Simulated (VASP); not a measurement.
**TiTe2: single point with PBE**

The system is TiTe2.

```
Ti Te
1.0
     0.03226    3.44674    3.44947
     3.46743    0.02737    3.45437
     3.46121    3.44541    0.03359
Ti Te
1 2
Direct
  0.98005 0.01029 0.01438
  0.24634 0.22901 0.26086
  0.77361 0.76070 0.72475
```

This cell differs from its parent crystal: atoms moved at random and the cell strained at random.

```json
{"Program": "VASP 6.6.1", "Task": "single point", "Functional": "PBE", "Potentials or basis": "VASP PAW PBE potentials, release 64 (Ti_sv, Te)", "Cutoff": "520 eV", "k mesh": "10 × 10 × 10", "Occupations": "gaussian, width 0.05 eV", "Spin": "no spin polarisation"}
```

- Pressure: 0.7 GPa
- Largest force: 0.740 eV/Å
- Band gap on the k mesh: zero (bands 12 and 13 overlap by 0.29 eV)

Forces on the atoms (eV/Å):
```
Ti  -0.347 -0.132  0.185
Te   0.095 -0.130  0.459
Te   0.252  0.262 -0.644
```

Stress tensor (GPa, compression positive):
```
 0.05  1.41 -0.62
 1.41  0.64 -0.19
-0.62 -0.19  1.45
```

Levels at points of the mesh, in eV from the Fermi level:
```tsv
k point	band 8	band 9	band 10	band 11	band 12	band 13	band 14	band 15	band 16	band 17
(0.00, 0.00, 0.00)	-4.30	-4.15	-0.70	-0.36	-0.22	-0.04	0.14	1.96	2.02	2.21
(0.50, 0.00, 0.00)	-3.42	-2.99	-2.88	-2.68	-2.12	0.01	0.08	0.86	2.04	2.29
(0.00, 0.50, 0.00)	-3.45	-2.93	-2.84	-2.70	-2.14	0.02	0.10	0.84	2.05	2.29
(0.50, 0.50, 0.00)	-4.66	-4.56	-1.32	-1.01	-0.43	0.23	0.87	1.85	2.44	2.85
(0.00, 0.00, 0.50)	-3.42	-3.23	-2.99	-2.59	-2.23	-0.01	0.04	0.96	1.99	2.20
(0.50, 0.00, 0.50)	-4.68	-4.54	-1.39	-1.10	-0.35	0.24	0.90	1.77	2.38	2.79
(0.00, 0.50, 0.50)	-4.66	-4.55	-1.36	-1.10	-0.35	0.24	0.80	1.84	2.45	2.71
(0.50, 0.50, 0.50)	-3.44	-3.13	-2.99	-2.40	-2.26	0.01	0.04	0.87	2.01	2.28
```

It took 7.2 min on 1 thread of Intel(R) Xeon(R) Platinum 8488C (Sapphire Rapids), with other jobs on the host, peak memory 0.8 GiB.

Caveat: the cell differs from its parent crystal (atoms moved at random and the cell strained at random); spin-orbit coupling is left out, which moves the levels of the heavy elements.
